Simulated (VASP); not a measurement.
**FeO (Wuestite): single point with PBE**

**What was measured.**

“W\"ustite: Electric, thermodynamic and optical properties of FeO”, 2012, arxiv:1203.1201 quotes, for a bulk crystal of FeO: band gap 2.4 eV (optical).

The system is FeO (Wuestite).

```xyz
2
Lattice="0.0000 2.1554 2.1554 2.1554 0.0000 2.1554 2.1554 2.1554 0.0000" Properties=species:S:1:pos:R:3 pbc="T T T"
Fe    0.0000    0.0000    0.0000
O     2.1554    2.1554    2.1554
```

- Program: VASP 6.6.1
- Task: single point
- Functional: PBE
- Potentials or basis: VASP PAW PBE potentials, release 64 (Fe_sv, O)
- Cutoff: 600 eV
- k mesh: 11 × 11 × 11
- Occupations: gaussian, width 0.013 eV
- Spin: collinear spin, ferromagnetic start
- Starting moments: [3.0, 0.0] μB

```yaml
Pressure: -2.6 GPa
Band_gap_on_the_k_mesh: zero (filled and empty bands overlap)
Net_moment: 4.00 μB per cell
Site_moments: Fe +3.48; O +0.30 μB
Valence_electrons_inside_the_program's_atomic_spheres: Fe 13.61; O 4.99
```

Levels at points of the mesh, in eV from the Fermi level:
Spin up:
```
           k point  band 10  band 11  band 12  band 13  band 14  band 15  band 16  band 17
(0.00, 0.00, 0.00)    -3.88    -3.88    -3.68    -3.68     0.01    15.24    16.94    16.94
```
Spin down:
```
           k point  band 6  band 7  band 8  band 9  band 10  band 11  band 12  band 13
(0.00, 0.00, 0.00)   -3.33   -3.33   -3.33   -0.74    -0.74    -0.74     0.21     0.22
```

Run time: 28 s on 1 thread of Intel(R) Xeon(R) Platinum 8488C (Sapphire Rapids), with other jobs on the host, peak memory 0.18 GiB.

A measured gap of FeO is 2.4 eV (optical; quoted in “W\"ustite: Electric, thermodynamic and optical properties of FeO”, 2012, arxiv:1203.1201); the calculated 0.00 eV misses it by -2.40 eV. So large a miss can be the level of theory's own, or it may mean another phase, state or a wrong row. The value is that of PBE on a finite k mesh, which can miss the band edges, without temperature or zero-point motion. Semilocal functionals fall short of measured gaps as a rule. The run's magnetic order (collinear spin, ferromagnetic start) needn't be the measured crystal's.

Caveat: a cell with one magnetic atom can't hold antiferromagnetic order, which such compounds often take; semilocal functionals often make such compounds metallic where correlation or magnetic order opens a gap, which also shifts bond lengths.
